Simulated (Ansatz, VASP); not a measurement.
K in VASP and in Ansatz

INCAR

```
SYSTEM = K
  PREC = Accurate
  ENCUT = 520
  EDIFF = 1E-6
  ISMEAR = -1
  SIGMA = 0.1
  LREAL = .False.
  LASPH = .True.
  NELM = 60
  ALGO = Normal
  ISIF = 2
  LWAVE = .False.
  LCHARG = .True.
  GGA = PE
  LELF = .True.
  LVHAR = .True.
  NBANDS = 10
```

File KPOINTS:

```
Automatic mesh
0
Gamma
  3 3 3
  0 0 0
```

Contents of POSCAR:

```
K
1.0
   -2.6417142217      2.6417142217      2.6417142217
    2.6417142217     -2.6417142217      2.6417142217
    2.6417142217      2.6417142217     -2.6417142217
K
1
Direct
    0.0000000000      0.0000000000      0.0000000000
```

Input for Ansatz:

```yaml
crystal:
  lattice:
    - [-2.6417142217, 2.6417142217, 2.6417142217]
    - [2.6417142217, -2.6417142217, 2.6417142217]
    - [2.6417142217, 2.6417142217, -2.6417142217]
  atoms:
    - { symbol: K, position: [0.0, 0.0, 0.0] }
hamiltonian:
  xc: pbe
  pseudopotentials:
    kind: paw
    azcp:
      K: "pseudopotentials/K.paw.azcp"
basis:
  ecutwfc: 420
  fft_grid_basis: typed
kpoints:
  mp_grid: { grid: [3, 3, 3], shift: [0, 0, 0] }
magnetization:
  spin_polarized: false
scf:
  occupations: { method: fermi_dirac, width: 0.1 }
  lower_state_search: "off"
output:
  stress: true
```

Alike in both runs: task single point; functional PBE; k mesh 3 × 3 × 3; occupations fermi-dirac, width 0.1 eV; no spin polarisation.

|  | VASP | Ansatz |
| --- | --- | --- |
| version | VASP 6.6.1 | Ansatz 0.2.0 |
| potentials or method | VASP PAW PBE potentials, release 64 (K_sv), cutoff 520 eV | plane waves (420 eV) with PAW, scalar-relativistic |
| valence electrons in the cell | 9 | 9 |

```tsv
	VASP	Ansatz	Ansatz less VASP
pressure (GPa)	-0.1	-0.1	+0.01
```

The k mesh is coarse, so the values compare programs but aren't converged.
